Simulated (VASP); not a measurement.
Wanted: the native input for a VASP 6.6.1 run.

| Property | Result |
| --- | --- |
| Task | single point |
| Functional | BLYP |
| Potentials or basis | VASP PAW PBE potentials, release 64 (Rh_pv) |
| Cutoff | 520 eV |
| k mesh | 13 × 13 × 4 |
| Occupations | fermi-dirac, width 0.1 eV |
| Spin | no spin polarisation |
| Dipole correction | no |
| Further INCAR settings | ALGO = Normal; EDIFF = 1e-06; NBANDS = 38 |

The structure of Rh lies in POSCAR:

```
Rh
1.0
    2.7619976370      0.0000000000      0.0000000000
   -1.3809988185      2.3919601189      0.0000000000
    0.0000000000      0.0000000000      9.0071413666
Rh
4
Direct
    0.0000000000      1.0000000000      0.0000000000
    1.0000000000      1.0000000000      0.5000000000
    0.3333333333      0.6666666667      0.2500000000
    0.6666666667      0.3333333333      0.7500000000
```

The input as run:

INCAR

```
  AGGAC = 1.0
  AGGAX = 1.0
  ALDAC = 0.0
  ALDAX = 1.0
  ALGO = Normal
  EDIFF = 1E-6
  ENCUT = 520
  GGA = B5
  ISIF = 2
  ISMEAR = -1
  LASPH = True
  LCHARG = False
  LREAL = False
  LWAVE = False
  NBANDS = 38
  NELM = 100
  PREC = Accurate
  SIGMA = 0.1
```

KPOINTS

```
k-points
0
Gamma
  13 13 4
```

Potentials or basis: VASP PAW PBE potentials, release 64 (Rh_pv).

Run with:

```sh
$ cat potpaw_PBE.64/Rh_pv/POTCAR > POTCAR
$ mpirun -np 1 vasp_std > vasp.out
```

Results of the run:

- Pressure: 0.5 GPa
- Band gap on the k mesh: zero (band 30 reaches 11.67 eV, above the bottom of band 31 at 10.02 eV)

Caveat: the PAW data sets were made with another functional, which shifts forces and pressure a little.

Wall time 110 s on 1 thread of Intel(R) Xeon(R) Platinum 8488C (Sapphire Rapids), on a shared host, peak memory 0.24 GiB.
